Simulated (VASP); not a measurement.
# AgAu (R-3m) in VASP: single point with LDA

Aim: the single point of AgAu with LDA.

Program: VASP 6.6.1. These are calculated values, not measurements. Logs are shortened: lines on timing, memory, paths and dates and some standing lists are left out, and cuts for length are marked.

## (1) The cell of the first run

It takes space group R-3m (No. 166, trigonal). Conventional cell: a = 2.915 Å, b = 2.915 Å, c = 14.192 Å, α = 90.00°, β = 90.00°, γ = 120.00°. Ag (site symmetry -3m) has 6 Au at 2.90 Å and 6 Ag at 2.92 Å within 3.8 Å. Au (site symmetry -3m) has 6 Ag at 2.90 Å and 6 Au at 2.92 Å within 3.8 Å.

## (2) Single point, LDA

Contents of INCAR:

```
SYSTEM = AgAu
  PREC = Accurate
  ENCUT = 520
  EDIFF = 1E-6
  ISMEAR = 1
  SIGMA = 0.1
  LREAL = .False.
  LASPH = .True.
  NELM = 100
  ALGO = Normal
  ISIF = 2
  LWAVE = .False.
  LCHARG = .False.
  GGA = CA
  NBANDS = 18
```

Contents of KPOINTS:

```
regular mesh
0
Gamma
  11 11 11
  0 0 0
```

Contents of POSCAR:

```
AgAu
1.0
    1.4575900000      0.8415400000      4.7306400000
   -1.4575900000      0.8415400000      4.7306400000
    0.0000000000     -1.6830800000      4.7306400000
Ag Au
1 1
Direct
    0.0000000000      0.0000000000      0.0000000000
    0.5000000000      0.5000000000      0.5000000000
```

Potentials or basis: VASP PAW LDA potentials, release 64 (Ag, Au).

The run is started by

```console
$ cat potpaw_LDA.64/Ag/POTCAR potpaw_LDA.64/Au/POTCAR > POTCAR
$ mpirun -np 1 vasp_std > vasp.out
```

OUTCAR:

```text
SYSTEM = AgAu
   PREC = Accurate
   ENCUT = 520
   EDIFF = 1E-6
   ISMEAR = 1
   LREAL = .False.
   LASPH = .True.
   NELM = 100
   ISIF = 2
   GGA = CA

 ion  position               nearest neighbor table
   1  0.000  0.000  0.000-   2 2.90   2 2.90   2 2.90   2 2.90   2 2.90   2 2.90
   2  0.500  0.500  0.500-   1 2.90   1 2.90   1 2.90   1 2.90   1 2.90   1 2.90

  LATTYP: Found a trigonal (rhomboedric) cell.
 ALAT       =     5.0211266653
 COS(alpha) =     0.8314617746

  Lattice vectors:

 A1 = (   1.4575900000,   0.8415400000,   4.7306400000)
 A2 = (  -1.4575900000,   0.8415400000,   4.7306400000)
 A3 = (   0.0000000000,  -1.6830800000,   4.7306400000)

Analysis of symmetry for initial positions (statically):
=====================================================================
 Subroutine PRICEL returns:
 Original cell was already a primitive cell.

 Routine SETGRP: Setting up the symmetry group for a
 trigonal (rhombohedral) supercell.

 Subroutine GETGRP returns: Found 12 space group operations
 (whereof 12 operations were pure point group operations)
 out of a pool of 12 trial point group operations.

The static configuration has the point symmetry D_3d.

Analysis of symmetry for dynamics (positions and initial velocities):
=====================================================================
 Subroutine PRICEL returns:
 Original cell was already a primitive cell.

 Routine SETGRP: Setting up the symmetry group for a
 trigonal (rhombohedral) supercell.

 Subroutine GETGRP returns: Found 12 space group operations
 (whereof 12 operations were pure point group operations)
 out of a pool of 12 trial point group operations.

The dynamic configuration has the point symmetry D_3d.

 Subroutine INISYM returns: Found 12 space group operations
 (whereof 12 operations are pure point group operations),
 and found     1 'primitive' translations

----------------------------------------------------------------------------------------

                                     Primitive cell

  volume of cell :      34.8162

  direct lattice vectors                    reciprocal lattice vectors
     1.457590000  0.841540000  4.730640000     0.343031991  0.198049607  0.070462629
    -1.457590000  0.841540000  4.730640000    -0.343031991  0.198049607  0.070462629
     0.000000000 -1.683080000  4.730640000     0.000000000 -0.396099215  0.070462629

  length of vectors
     5.021126665  5.021126665  5.021126676     0.402317755  0.402317755  0.402317748

  position of ions in fractional coordinates (direct lattice)
     0.000000000  0.000000000  0.000000000
     0.500000000  0.500000000  0.500000000

  ion indices of the primitive-cell ions
   primitive index   ion index
                 1           1
                 2           2

----------------------------------------------------------------------------------------

 KPOINTS: regular mesh

Automatic generation of k-mesh.
 Grid dimensions read from file:
 generate k-points for:   11   11   11

 Generating k-lattice:

  Cartesian coordinates                     Fractional coordinates (reciprocal lattice)
     0.031184726  0.018004510  0.006405694     0.090909091  0.000000000  0.000000000
    -0.031184726  0.018004510  0.006405694     0.000000000  0.090909091  0.000000000
     0.000000000 -0.036009020  0.006405694     0.000000000  0.000000000  0.090909091

  Length of vectors
     0.036574341  0.036574341  0.036574341

  Shift w.r.t. Gamma in fractional coordinates (k-lattice)
     0.000000000  0.000000000  0.000000000

 Subroutine IBZKPT returns following result:
 ===========================================

 Found    146 irreducible k-points:

 Following reciprocal coordinates:
            Coordinates               Weight
  0.000000  0.000000  0.000000      1.000000
  0.090909 -0.000000  0.000000      6.000000
  0.181818  0.000000  0.000000      6.000000
  0.272727  0.000000  0.000000      6.000000
  0.363636  0.000000  0.000000      6.000000
  0.454545  0.000000  0.000000      6.000000
[... 16 lines left out ...]
 -0.272727  0.181818  0.000000     12.000000
 -0.181818  0.181818  0.000000      6.000000
 [... further k-points ...]
   k-points           NKPTS =    146   k-points in BZ     NKDIM =    146   number of bands    NBANDS=     18
   number of dos      NEDOS =    301   number of ions     NIONS =      2
   total plane-waves  NPLWV =  64000
   dimension x,y,z NGX =    40 NGY =   40 NGZ =   40
   dimension x,y,z NGXF=    80 NGYF=   80 NGZF=   80
   ions per type =               1   1
   NGX,Y,Z   is equivalent  to a cutoff of  13.24, 13.24, 13.24 a.u.
   NGXF,Y,Z  is equivalent  to a cutoff of  26.49, 26.49, 26.49 a.u.
 SYSTEM =  AgAu
   PREC   = accura    normal or accurate (medium, high low for compatibility)
   ISTART =      0    job   : 0-new  1-cont  2-samecut
   ICHARG =      2    charge: 1-file 2-atom 10-const
   ISPIN  =      1    spin polarized calculation?
   LNONCOLLINEAR =      F non collinear calculations
   LSORBIT =      F    spin-orbit coupling
   LASPH  =      T    aspherical Exc in radial PAW
   ENCUT  =  520.0 eV  38.22 Ry    6.18 a.u.   9.34  9.34  9.34*2*pi/ulx,y,z
   NELM   =    100;   NELMIN=  2; NELMDL= -5     # of ELM steps
   EDIFF  = 0.1E-05   stopping-criterion for ELM
   LREAL  =      F    real-space projection
   EDIFFG = 0.1E-04   stopping-criterion for IOM
   NSW    =      0    number of steps for IOM
   IBRION =     -1    ionic relax: 0-MD 1-quasi-New 2-CG
   NFREE  =      0    steps in history (QN), initial steepest desc. (CG)
   ISIF   =      2    stress and relaxation
   ISYM   =      2    0-nonsym 1-usesym 2-fastsym
   POTIM  = 0.5000    time-step for ionic-motion
   TEBEG  =    0.0;   TEEND  =   0.0 temperature during run
   PSTRESS=    0.0 pullay stress
   NELECT =      22.0000    total number of electrons
   NUPDOWN=      -1.0000    fix difference up-down
   EMIN   =  10.00;   EMAX   =-10.00  energy-range for DOS
   EFERMI =   0.00;   METHOD = LEGACY
   ISMEAR =     1;   SIGMA  =   0.10  broadening in eV -4-tet -1-fermi 0-gaus
   EFERMI_NEDOS =   21; number of points for ismear=-14 and -15
   IALGO  =     38    algorithm
   IMIX   =      4    mixing-type and parameters
     AMIX     =   0.40;   BMIX     =  1.00
     AMIX_MAG =   1.60;   BMIX_MAG =  1.00
  volume/ion in A,a.u.               =      17.41       117.48
  Fermi-wavevector in a.u.,A,eV,Ry     =   1.404824  2.654733 26.851517  1.973531
  Thomas-Fermi vector in A             =   2.527347
   LORBIT       =      0    0 simple, 1 ext, 2 COOP (PROOUT), +10 PAW based schemes
   GGA     = CA    functional components
   LHFCALC =     F    Hartree Fock is set to
   AEXX    =    0.0000 exact exchange contribution
   IVDW    =     0    specifies the selected vdW correction
   LEPSILON=     F    determine dielectric tensor
   LRPA    =     F    only Hartree local field effects (RPA)
 non-spin polarized calculation
 Methfessel and Paxton  Order N= 1 SIGMA  =   0.10
  energy-cutoff  :      520.00
  volume of cell :       34.82
 maximum number of plane-waves:       966
 NGX is ok and might be reduce to    40
   NGX = 19   NGY = 19   NGZ = 19

 number of electron      22.0000001 magnetization

 Free energy of the ion-electron system (eV)
  ---------------------------------------------------
  ext. energy  EPLUGINS =         0.00000000
  ---------------------------------------------------
  free energy    TOTEN  =        -8.26209022 eV

  energy without entropy =       -8.26206966  energy(sigma->0) =       -8.26208337

 E-fermi :   8.4372     XC(G=0): -12.6627

 val. band max:        8.4137390185   @ k =   0.0909   0.0909   0.0000
 cond. band min:       8.4405256694   @ k =  -0.4545   0.4545   0.0000
 fundamental gap:      0.0267866508
 Fermi energy:         8.4372484671

 k-point     1 :       0.0000    0.0000    0.0000
  band No.  band energies     occupation
      1      -0.4413      2.00000
      2       1.8209      2.00000
      3       3.6510      2.00000
      4       3.6510      2.00000
      5       3.7717      2.00000
      6       3.7717      2.00000
[... 10 lines left out ...]
     17      25.4791      0.00000
     18      27.1860      0.00000

 k-point     2 :       0.0909   -0.0000    0.0000
  band No.  band energies     occupation
      1      -0.1911      2.00000
      2       1.9877      2.00000
      3       3.5714      2.00000
      4       3.6684      2.00000
      5       3.7523      2.00000
      6       3.8576      2.00000
[... 10 lines left out ...]
     17      25.0810      0.00000
     18      25.9228      0.00000

 k-point     3 :       0.1818    0.0000    0.0000
  band No.  band energies     occupation
      1       0.5117      2.00000
      2       2.4081      2.00000
      3       3.3835      2.00000
      4       3.4266      2.00000
      5       3.9934      2.00000
      6       4.0516      2.00000
[... 10 lines left out ...]
     17      24.2256      0.00000
     18      24.5880      0.00000

 k-point     4 :       0.2727    0.0000    0.0000
  band No.  band energies     occupation
      1       1.4591      2.00000
      2       2.6968      2.00000
      3       3.2012      2.00000
      4       3.3391      2.00000
      5       3.9073      2.00000
      6       4.0943      2.00000
[... 375 lines left out ...]
      4       3.2898      2.00000
      5       3.6429      2.00000
      6       3.7615      2.00000
[... 10 lines left out ...]
     17      18.5851      0.00000
     18      22.6745      0.00000

 k-point    23 :      -0.2727    0.1818    0.0000
  band No.  band energies     occupation
      1       2.5768      2.00000
      2       2.7425      2.00000
      3       3.1718      2.00000
      4       3.3210      2.00000
      5       3.6410      2.00000
      6       3.6864      2.00000
[... 10 lines left out ...]
     17      19.4614      0.00000
     18      24.8656      0.00000

 k-point    24 :      -0.1818    0.1818    0.0000
  band No.  band energies     occupation
      1       1.9324      2.00000
      2       2.8920      2.00000
      3       3.1081      2.00000
      4       3.2586      2.00000
      5       3.6526      2.00000
      6       3.9164      2.00000
[... 10 lines left out ...]
     17      21.0151      0.00000
     18      26.3918      0.00000

 [... further k-points ...]

------------------------ aborting loop because EDIFF is reached ----------------------------------------

  FORCE on cell =-STRESS in cart. coord.  units (eV):
  Direction    XX          YY          ZZ          XY          YZ          ZX
  --------------------------------------------------------------------------------------
  -------------------------------------------------------------------------------------
  Total       -2.1041980     -2.1041981     -1.6685166      0.0000000     -0.0000000     -0.0000000
  in kB      -96.8313305    -96.8313353    -76.7820711      0.0000000     -0.0000000     -0.0000000
  external PRESSURE =     -90.1482456 kB  Pullay stress =       0.0000000 kB

 VOLUME and BASIS-vectors are now :
 -----------------------------------------------------------------------------
  energy-cutoff  :      520.00
  volume of cell :       34.82
      direct lattice vectors                 reciprocal lattice vectors
     1.457590000  0.841540000  4.730640000     0.343031991  0.198049607  0.070462629
    -1.457590000  0.841540000  4.730640000    -0.343031991  0.198049607  0.070462629
     0.000000000 -1.683080000  4.730640000     0.000000000 -0.396099215  0.070462629

 POSITION                                       TOTAL-FORCE (eV/Angst)
 -----------------------------------------------------------------------------------
      0.00000      0.00000      0.00000        -0.000000      0.000000      0.000000
      0.00000      0.00000      7.09596         0.000000     -0.000000     -0.000000
 -----------------------------------------------------------------------------------
    total drift:                               -0.000000     -0.000000     -0.000000

  FREE ENERGIE OF THE ION-ELECTRON SYSTEM (eV)
  ---------------------------------------------------
  free  energy   TOTEN  =        -8.2620902186 eV

  energy  without entropy=       -8.2620696587  energy(sigma->0) =       -8.26208337
```

Run time: 61 s. Hardware: 1 thread of Intel Xeon 6975P-C (Granite Rapids), shared host; peak memory 0.27 GiB.

What came out:

```
Free energy            : -8.2621 eV
Pressure               : -9.0 GPa
Band gap on the k mesh : zero (band 11 reaches 11.14 eV, above the bottom of band 12 at 5.49 eV)
```

Stress tensor (GPa, compression positive):
```
-9.68  0.00  0.00
 0.00 -9.68  0.00
 0.00  0.00 -7.68
```

Caveat: spin-orbit coupling is left out, which moves the levels of the heavy elements.
